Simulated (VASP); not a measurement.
# W in VASP: notebook, part 2 of 2

VASP 6.6.1.

## (3) Single point, r2SCAN

File POSCAR:

```
W
1.0
    3.1504263261      0.0000000076      0.0002193504
    0.0000000076      3.1504263261     -0.0002193504
    1.5753242132     -1.5753242132      1.5914848373
W
1
Direct
    0.0000000000      0.0000000000      0.0000000000
```

File INCAR.step1:

```
SYSTEM = W
PREC     = Accurate       ! precision mode
ENCUT    = 550            ! plane-wave cutoff, eV
ISMEAR   = 0              ! smearing method
SIGMA    = 0.1            ! smearing width, eV
LREAL    = .FALSE.        ! projectors in reciprocal space
LASPH    = .TRUE.         ! aspherical terms in the spheres
NELM     = 120            ! most SCF steps
NBANDS   = 13             ! bands
GGA      = PE             ! functional
ALGO     = Normal         ! electronic algorithm
EDIFF    = 1E-5           ! SCF threshold, eV
LWAVE    = .TRUE.         ! write WAVECAR
LCHARG   = .FALSE.        ! write CHGCAR
GGA_COMPAT= .FALSE.
```

File INCAR.step2:

```
SYSTEM = W
PREC     = Accurate       ! precision mode
ENCUT    = 550            ! plane-wave cutoff, eV
EDIFF    = 1E-6           ! SCF threshold, eV
ISMEAR   = 0              ! smearing method
SIGMA    = 0.1            ! smearing width, eV
LREAL    = .FALSE.        ! projectors in reciprocal space
LASPH    = .TRUE.         ! aspherical terms in the spheres
NELM     = 120            ! most SCF steps
ALGO     = Normal         ! electronic algorithm
ISIF     = 2              ! what is computed and relaxed
LWAVE    = .FALSE.        ! write WAVECAR
LCHARG   = .TRUE.         ! write CHGCAR
METAGGA  = R2SCAN         ! meta-GGA
LMIXTAU  = .TRUE.       
LELF     = .TRUE.         ! ELF
LVHAR    = .TRUE.       
NBANDS   = 13             ! bands
ISTART   = 1            
GGA_COMPAT= .FALSE.
```

File KPOINTS:

```
regular mesh
0
G
  11 11 21
  0 0 0
```

Potentials or basis: VASP PAW PBE potentials, release 64 (W_sv).

Command:

```
> cat potpaw_PBE.64/W_sv/POTCAR > POTCAR
> cp INCAR.step1 INCAR
> mpirun -np 1 vasp_std > vasp.out
> cp INCAR.step2 INCAR
> mpirun -np 1 vasp_std > vasp.out
```

OUTCAR:

```text
SYSTEM = W
   PREC = Accurate
   ENCUT = 550
   EDIFF = 1E-6
   ISMEAR = 0
   LREAL = .FALSE.
   LASPH = .TRUE.
   NELM = 120
   ISIF = 2
   METAGGA = R2SCAN
   ISTART = 1

 ion  position               nearest neighbor table
   1  0.000  0.000  0.000-

  LATTYP: Found a base centered monoclinic cell.
 ALAT       =     3.1825309893
 B/A-ratio  =     1.3999472946
 C/A-ratio  =     0.8601308610
 COS(beta)  =    -0.5811464438

[... 565 lines left out ...]
     11      26.1993      0.00000
     12      28.4903      0.00000
     13      31.0914      0.00000

 [... further k-points ...]

------------------------ aborting loop because EDIFF is reached ----------------------------------------

  FORCE on cell =-STRESS in cart. coord.  units (eV):
  Direction    XX          YY          ZZ          XY          YZ          ZX
  --------------------------------------------------------------------------------------
  -------------------------------------------------------------------------------------
  Total        0.4702169      0.4702169      0.1294018      0.0086242     -0.0029487      0.0029485
  in kB       47.7009993     47.7009993     13.1271250      0.8748770     -0.2991315      0.2991140
  external PRESSURE =      36.1763746 kB  Pullay stress =       0.0000000 kB

 VOLUME and BASIS-vectors are now :
 -----------------------------------------------------------------------------
  energy-cutoff  :      550.00
  volume of cell :       15.79
      direct lattice vectors                 reciprocal lattice vectors
     3.150426326  0.000000008  0.000219350     0.317439237 -0.000021880 -0.314237479
     0.000000008  3.150426326 -0.000219350    -0.000021880  0.317439237  0.314237479
     1.575324213 -1.575324213  1.591484837    -0.000043755  0.000043755  0.628430653

 POSITION                                       TOTAL-FORCE (eV/Angst)
 -----------------------------------------------------------------------------------
      0.00000      0.00000      0.00000        -0.000000      0.000000      0.000000
 -----------------------------------------------------------------------------------
    total drift:                               -0.000000      0.000000     -0.000000

  FREE ENERGIE OF THE ION-ELECTRON SYSTEM (eV)
  ---------------------------------------------------
  free  energy   TOTEN  =       -51.3496155175 eV

  energy  without entropy=      -51.3470377898  energy(sigma->0) =      -51.34832665
```

It took 12 min on 1 thread of Oxide Virtual Turin-like, shared host; peak memory 0.23 GiB.

What came out:

| Quantity | Value |
| --- | --- |
| Free energy | -51.3496 eV |
| Pressure | 3.6 GPa |
| Band gap on the k mesh | zero (bands 7 and 8 overlap by 6.30 eV) |

Caveat: the cell stands under pressure; the PAW data sets were made with another functional, which shifts forces and pressure a little; spin-orbit coupling is left out, which moves the levels of the heavy elements.

## (4) Single point, r2SCAN

POSCAR is that of step 3.

File INCAR.step1:

```
SYSTEM = W
PREC = Accurate
ENCUT = 550
ISMEAR = 0
SIGMA = 0.1
LREAL = .False.
LASPH = .True.
NELM = 120
NBANDS = 13
ISYM = 0
GGA = PE
ALGO = Normal
EDIFF = 1E-5
LWAVE = .True.
LCHARG = .False.
GGA_COMPAT = .False.
```

File INCAR.step2:

```
SYSTEM = W
PREC = Accurate
ENCUT = 550
EDIFF = 1E-6
ISMEAR = 0
SIGMA = 0.1
LREAL = .False.
LASPH = .True.
NELM = 120
ALGO = Normal
ISIF = 2
LWAVE = .False.
LCHARG = .False.
METAGGA = R2SCAN
LMIXTAU = .True.
NBANDS = 13
ISYM = 0
ISTART = 1
GGA_COMPAT = .False.
```

File KPOINTS:

```
regular mesh
0
Gamma
  11 11 21
  0 0 0
```

Command:

```
> cat potpaw_PBE.64/W_sv/POTCAR > POTCAR
> cp INCAR.step1 INCAR
> mpirun -np 1 vasp_std > vasp.out
> cp INCAR.step2 INCAR
> mpirun -np 1 vasp_std > vasp.out
```

Run time: 25 min. Hardware: 1 thread of Oxide Virtual Turin-like, shared host; peak memory 0.33 GiB.

The run converged. Its results:

| Quantity | Value |
| --- | --- |
| Free energy | -51.3496 eV |
| Pressure | 3.6 GPa |
| Band gap on the k mesh | zero (bands 7 and 8 overlap by 6.30 eV) |

Stress tensor (GPa, compression positive):
```
 4.77  0.09  0.03
 0.09  4.77 -0.03
 0.03 -0.03  1.31
```

Levels at points of the mesh, in eV from the Fermi level:
| k point | band 5 | band 6 | band 7 | band 8 | band 9 | band 10 |
| --- | --- | --- | --- | --- | --- | --- |
| (0.00, 0.00, 0.00) | -10.19 | -1.38 | -1.38 | -1.23 | 2.43 | 2.62 |

Caveat: the cell stands under pressure; the PAW data sets were made with another functional, which shifts forces and pressure a little; spin-orbit coupling is left out, which moves the levels of the heavy elements.

## (5) Single point, r2SCAN

This run uses another cell than the first one, of 15.83 Å³/atom.

File POSCAR:

```
W
1.0
    3.1504263337      0.0000000000      0.0000000000
    0.0000000000      3.1504263337      0.0000000000
    1.5752131668     -1.5752131668      1.5950171908
W
1
Direct
    0.0000000000      0.0000000000      0.0000000000
```

File INCAR.step1:

```
ALGO = Normal
EDIFF = 1E-5
ENCUT = 550
GGA = PE
GGA_COMPAT = F
ISMEAR = 0
ISYM = 0
LASPH = T
LCHARG = F
LREAL = F
LWAVE = T
NBANDS = 13
NELM = 120
PREC = Accurate
SIGMA = 0.1
```

File INCAR.step2:

```
ALGO = Normal
EDIFF = 1E-6
ENCUT = 550
GGA_COMPAT = F
ISIF = 2
ISMEAR = 0
ISTART = 1
ISYM = 0
LASPH = T
LCHARG = F
LMIXTAU = T
LREAL = F
LWAVE = F
METAGGA = R2SCAN
NBANDS = 13
NELM = 120
PREC = Accurate
SIGMA = 0.1
```

File KPOINTS:

```
k-points
0
Gamma
  11 11 21
```

Command:

```
> cat potpaw_PBE.64/W_sv/POTCAR > POTCAR
> cp INCAR.step1 INCAR
> mpirun -np 1 vasp_std > vasp.out
> cp INCAR.step2 INCAR
> mpirun -np 1 vasp_std > vasp.out
```

It took 29 min on 1 thread of Oxide Virtual Turin-like, shared host; peak memory 0.33 GiB.

It converged, with:

- Free energy: -51.3498 eV
- Pressure: 2.8 GPa
- Band gap on the k mesh: zero (bands 7 and 8 overlap by 6.27 eV)

Stress tensor (GPa, compression positive):
```
 4.27  0.08  0.05
 0.08  4.27 -0.05
 0.05 -0.05 -0.01
```

Levels at points of the mesh, in eV from the Fermi level:
```csv
k point,band 4,band 5,band 6,band 7,band 8,band 9,band 10,band 11
"(0.00, 0.00, 0.00)",-39.01,-10.18,-1.38,-1.38,-1.21,2.40,2.64,15.05
```

Caveat: the PAW data sets were made with another functional, which shifts forces and pressure a little; spin-orbit coupling is left out, which moves the levels of the heavy elements.
